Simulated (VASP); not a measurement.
Input of a VASP 6.6.1 run:

Contents of INCAR:

```
SYSTEM = Bi
PREC = Accurate
ENCUT = 520
EDIFF = 1E-7
ISMEAR = -1
SIGMA = 0.03
LREAL = .False.
LASPH = .True.
NELM = 80
ALGO = Normal
ISIF = 2
LWAVE = .False.
LCHARG = .True.
GGA = PE
LELF = .True.
LVHAR = .True.
NBANDS = 22
```

Contents of KPOINTS:

```
Automatic mesh
0
Gamma
  9 9 3
  0 0 0
```

POSCAR

```
Bi
1.0
    4.5690607804      0.0000000000      0.0000000000
   -2.2845303902      3.9569227073      0.0000000000
    0.0000000000      0.0000000000     11.9073400314
Bi
2
Direct
    0.3333333333      0.6666666667      0.2500000000
    0.6666666667      0.3333333333      0.7500000000
```

Potentials or basis: VASP PAW PBE potentials, release 64 (Bi_d).

The run is started by

```sh
$ cat potpaw_PBE.64/Bi_d/POTCAR > POTCAR
$ mpirun -np 1 vasp_std > vasp.out
```

What does it give for the band gap on the k mesh?

Zero (bands 15 and 16 overlap by 2.06 eV).

Estimate the pressure.

-3.2 GPa.

Stress tensor (GPa, compression positive):
```
-4.62  0.00  0.00
 0.00 -4.62  0.00
 0.00  0.00 -0.32
```

Caveat: the cell stands under tension; spin-orbit coupling is left out, which moves the levels of the heavy elements.
